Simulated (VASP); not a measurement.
Input of a VASP 6.6.1 run:

File INCAR:

```
ALGO     = Normal         # electronic algorithm
EDIFF    = 1E-6           # SCF threshold, eV
ENCUT    = 600            # plane-wave cutoff, eV
GGA      = PE             # functional
GGA_COMPAT= F            
ISIF     = 2              # what is computed and relaxed
ISMEAR   = -1             # smearing method
ISPIN    = 2              # spin polarisation
LASPH    = T              # aspherical terms in the spheres
LCHARG   = T              # write CHGCAR
LELF     = T              # ELF
LMAXMIX  = 4              # l up to which the mixer works
LORBIT   = 11             # projections on sites
LREAL    = F              # projectors in reciprocal space
LVHAR    = T            
LWAVE    = F              # write WAVECAR
MAGMOM   = 2 -2 0 0 0 0   # initial moments
NBANDS   = 38             # bands
NELM     = 200            # most SCF steps
PREC     = Accurate       # precision mode
SIGMA    = 0.05           # smearing width, eV
```

The input KPOINTS:

```
k-points
0
Gamma
  5 5 8
```

File POSCAR:

```
VO2
1.0
    4.5546000000      0.0000000000      0.0000000000
    0.0000000000      4.5546000000      0.0000000000
    0.0000000000      0.0000000000      2.8528000000
V O
2 4
Direct
    0.0000000000      0.0000000000      0.0000000000
    0.5000000000      0.5000000000      0.5000000000
    0.3001000000      0.3001000000      0.0000000000
    0.1999000000      0.8001000000      0.5000000000
    0.6999000000      0.6999000000      0.0000000000
    0.8001000000      0.1999000000      0.5000000000
```

Potentials or basis: VASP PAW PBE potentials, release 64 (V_sv, O).

The run is started by

```console
$ cat potpaw_PBE.64/V_sv/POTCAR potpaw_PBE.64/O/POTCAR > POTCAR
$ mpirun -np 1 vasp_std > vasp.out
```

(1) Predict the pressure.

(2) What does it give for the site moments?

Results:

(1) 1.1 GPa.

(2) V +0.51, -0.51; O +0.00, -0.00 (each value once) μB.

Caveat: the stress differs along the axes, from -3 to 3 GPa.
